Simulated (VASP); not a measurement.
Here is a VASP 6.6.1 calculation.

INCAR

```
PREC = Accurate ; ENCUT = 520
EDIFF = 1E-7 ; ISMEAR = 0
SIGMA = 0.1 ; LREAL = F
LASPH = T ; NELM = 80
ALGO = Fast ; ISIF = 2
LWAVE = F ; LCHARG = F
GGA = PE ; NBANDS = 42
```

The input KPOINTS:

```
regular mesh
0
Gamma
  14 14 4
```

The input POSCAR:

```
Cu5Ni
1.0
    2.5575418000      0.0000000000      0.0000000000
    0.0000000000      2.5575418000      0.0000000000
    0.0000000000      0.0000000000     10.7640643000
Cu Ni
5 1
Direct
    0.5000000000      0.5000000000      0.8378410000
    0.0000000000      0.0000000000      0.6689510000
    0.5000000000      0.5000000000      0.5000000000
    0.0000000000      0.0000000000      0.3310490000
    0.5000000000      0.5000000000      0.1621590000
    0.0000000000      0.0000000000      0.0000000000
```

Potentials or basis: VASP PAW PBE potentials, release 64 (Cu, Ni).

The run is started by

```bash
$ cat potpaw_PBE.64/Cu/POTCAR potpaw_PBE.64/Ni/POTCAR > POTCAR
$ mpirun -np 1 vasp_std > vasp.out
```

Question: Estimate the largest force.

Answer: 0.010 eV/Å.

Question: Predict the pressure.

Answer: 0.4 GPa.

Forces in eV/Å, atoms in the order of the input:
```
Cu   0.000  0.000  0.010
Cu   0.000  0.000  0.001
Cu   0.000  0.000  0.000
Cu   0.000  0.000 -0.001
Cu   0.000  0.000 -0.010
Ni   0.000  0.000  0.000
```

Spin polarisation is off, so any magnetic state and its effect on volume and gap are missing.
